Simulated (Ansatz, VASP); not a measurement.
## Two plane-wave programs on MoS2

```
Mo S
1.0
     3.14773    0.00000    0.00000
    -1.57387    2.72601    0.00000
     0.00000    0.00000   12.24129
Mo S
2 4
Direct
  0.66667 0.33333 0.75000
  0.33333 0.66667 0.25000
  0.66667 0.33333 0.37700
  0.33333 0.66667 0.87700
  0.66667 0.33333 0.12300
  0.33333 0.66667 0.62300
```

Alike in both runs: task single point; functional PBE; dispersion D3(BJ); k mesh 10 × 10 × 3; occupations fermi-dirac, width 0.05 eV; no spin polarisation.

|  | VASP | Ansatz |
| --- | --- | --- |
| version | VASP 6.6.1 | Ansatz 0.2.0 |
| potentials or method | VASP PAW PBE potentials, release 64 (Mo_sv, S) | Ansatz PAW |
| plane-wave cutoff (eV) | 520 | 420 |
| valence electrons in the cell | 52 | 52 |

```csv
,VASP,Ansatz,Ansatz less VASP
gap on the k mesh at the Fermi level (eV),0.92,0.91,-0.016
least direct gap on the mesh (eV),1.92,1.92,-0.004
pressure (GPa),1.0,1.1,+0.15
"traceless stress, the component that is largest in VASP (GPa)",0.48,0.52,+0.043
rms of the force components (eV/Å),0.120,0.126,+0.0067
```

Atom by atom the forces differ by 0.007 eV/Å (rms over components).

Noted on Ansatz's run: odd divisions of the mesh miss points on the zone boundary, where band edges often lie, so the gap on the mesh can be too wide.
